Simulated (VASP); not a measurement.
Runs of VASP 6.6.1 on Au. The structure is that of space group Fm-3m (No. 225), or close to it. The cells are those of the table. 

```tsv
task	spin	cell	k mesh	cutoff (eV)	gap on the mesh (eV)	pressure (GPa)
single point	off	a = 2.999 Å, angles 60.0°, 1 atom	21 × 21 × 21	520	none	-4.5
single point	off	a = 2.836 Å, angles 60.0°, 1 atom	21 × 21 × 21	520	none	23.4
single point	off	a = 3.037 Å, angles 60.0°, 1 atom	21 × 21 × 21	520	none	(c)
single point	non-collinear, zero start, SOC	a = 2.960 Å, angles 60.0°, 1 atom	13 × 13 × 13	500	-	-1.3
single point	off	a = 2.878 Å, angles 60.0°, 1 atom	21 × 21 × 21	520	none	13.3
single point	off	a = 2.960 Å, angles 60.0°, 1 atom	13 × 13 × 13	500	none	-0.2
single point	off	a = 2.920 Å, angles 60.0°, 1 atom	21 × 21 × 21	520	none	5.7
single point	off	a = 2.960 Å, angles 60.0°, 1 atom	7 × 7 × 7	500	none	(a)
relaxation of cell and atoms	off	relaxed from a = 2.884 Å, angles 60.0°, 1 atom	13 × 13 × 13	500	none	0.0
single point	off	a = 3.074 Å, angles 60.0°, 1 atom	21 × 21 × 21	520	none	-10.1
single point	off	a = 2.960 Å, angles 60.0°, 1 atom	21 × 21 × 21	520	none	(b)
```

Alike in all rows: level revPBE; potentials or basis VASP PAW PBE potentials, release 64 (Au); smearing fermi-dirac 0.1 eV.

Estimate the missing entries.

(a) -0.4; (b) -0.1; (c) -7.7.

Caveats: some runs use coarse meshes; the PAW data sets were made with another functional, which shifts forces and pressure a little; spin-orbit coupling is left out, which moves the levels of the heavy elements (some runs).

A k mesh can miss the band edges, and rows without SOC leave out spin-orbit coupling on Au.

A gap of «none» marks levels without a gap at the run's occupations.
